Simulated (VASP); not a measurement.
Runs of VASP 6.6.1 on Zn. The structure is that of space group R-3m (No. 166), or close to it. The cells are those of the table. 

```csv
cell,further INCAR settings,gap on the mesh (eV),pressure (GPa)
"a = 3.105 Å, angles 115.8°, 1 atom",ALGO = Fast; EDIFF = 1e-07; NBANDS = 12,none,41.0
"a = 2.553 Å, angles 101.6°, 1 atom",ALGO = Fast; EDIFF = 1e-06; NBANDS = 12,none,-2.1
"a = 2.505 Å, angles 95.9°, 1 atom",ALGO = Fast; EDIFF = 1e-06; NBANDS = 12,none,(a)
"a = 2.824 Å, angles 112.1°, 1 atom",ALGO = Fast; EDIFF = 1e-06; NBANDS = 12,none,(b)
"a = 2.619 Å, angles 105.7°, 1 atom",ALGO = Fast; EDIFF = 1e-06; NBANDS = 12,none,-6.2
```

Alike in all rows: task single point; level LDA; potentials or basis VASP PAW LDA potentials, release 64 (Zn); no spin polarisation; k mesh 24 × 24 × 24; cutoff (eV) 520; smearing gaussian 0.15 eV.

Problem. Estimate the missing entries.

Solution. (a) 2.3; (b) -5.3.

A gap of «none» marks levels without a gap at the run's occupations.
